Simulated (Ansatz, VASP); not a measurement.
## LaNbF2: VASP beside Ansatz

```xyz
8
Lattice="3.6898 0.0000 0.0000 0.0000 3.6898 0.0000 0.0000 0.0000 10.3872" Properties=species:S:1:pos:R:3 pbc="T T T"
La    1.8449    0.0000    8.6271
La    0.0000    1.8449    1.7601
Nb    1.8449    1.8449    5.1936
Nb    0.0000    0.0000    5.1936
F     1.8449    1.8449    0.0000
F     0.0000    0.0000    0.0000
F     1.8449    0.0000    1.9012
F     0.0000    1.8449    8.4860
```

Alike in both runs: functional PBE; k mesh 8 × 8 × 4; occupations gaussian, width 0.1 eV; no spin polarisation.

Ansatz relaxed the structure, and its values are those at the end. VASP's run is a single point on that final structure, the one shown.

```csv
,VASP,Ansatz
version,VASP 6.6.1,Ansatz 0.2.0
potentials or method,"VASP PAW PBE potentials, release 64 (La, Nb_sv, F), cutoff 520 eV","scalar-relativistic, plane waves, PAW"
valence electrons in the cell,76,76
```

|  | VASP | Ansatz | Ansatz less VASP |
| --- | --- | --- | --- |
| gap on the k mesh at the Fermi level (eV) | none | none | - |
| pressure (GPa) | -0.3 | 0.0 | +0.30 |
| rms of the force components (eV/Å) | 0.004 | 0.001 | -0.0039 |

A gap of «none» marks a metal or a gap that the smearing closes.

Neither program's run includes spin-orbit coupling.
